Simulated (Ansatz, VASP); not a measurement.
# TiAl: VASP beside Ansatz

The input INCAR:

```
ALGO = Normal
EDIFF = 1E-6
ENCUT = 500
GGA = PS
GGA_COMPAT = F
ISIF = 2
ISMEAR = -1
LASPH = T
LCHARG = F
LREAL = F
LWAVE = F
NBANDS = 14
NELM = 120
PREC = Accurate
SIGMA = 0.15
```

Contents of KPOINTS:

```
k-points
0
Gamma
  7 7 7
```

Contents of POSCAR:

```
TiAl
1.0
    3.0180000000      0.0000000000      0.0000000000
    0.0000000000      3.0180000000      0.0000000000
    0.0000000000      0.0000000000      3.0180000000
Ti Al
1 1
Direct
    0.5000000000      0.5000000000      0.5000000000
    0.0000000000      0.0000000000      0.0000000000
```

Input for Ansatz:

```yaml
crystal:
  lattice:
    - [3.018, 0.0, 0.0]
    - [0.0, 3.018, 0.0]
    - [0.0, 0.0, 3.018]
  atoms:
    - { symbol: Ti, position: [0.5, 0.5, 0.5] }
    - { symbol: Al, position: [0.0, 0.0, 0.0] }
kpoints:
  mp_grid:
    grid: [7, 7, 7]
hamiltonian:
  xc: pbesol
  pseudopotentials:
    kind: paw
scf:
  occupations:
    method: fermi_dirac
    width: 0.15
output:
  forces: true
  stress: true
```

Alike in both runs: task single point; functional PBEsol; k mesh 7 × 7 × 7; occupations fermi-dirac, width 0.15 eV; no spin polarisation.

|  | VASP | Ansatz |
| --- | --- | --- |
| version | VASP 6.6.1 | Ansatz 0.2.0 |
| potentials or method | VASP PAW PBE potentials, release 64 (Ti_sv, Al) | plane waves, PAW |
| plane-wave cutoff (eV) | 500 | 420 |
| valence electrons in the cell | 15 | 15 |

```csv
,VASP,Ansatz,Ansatz less VASP
pressure (GPa),21.1,21.2,+0.08
```

VASP's potentials were made for PBE, not for PBEsol.
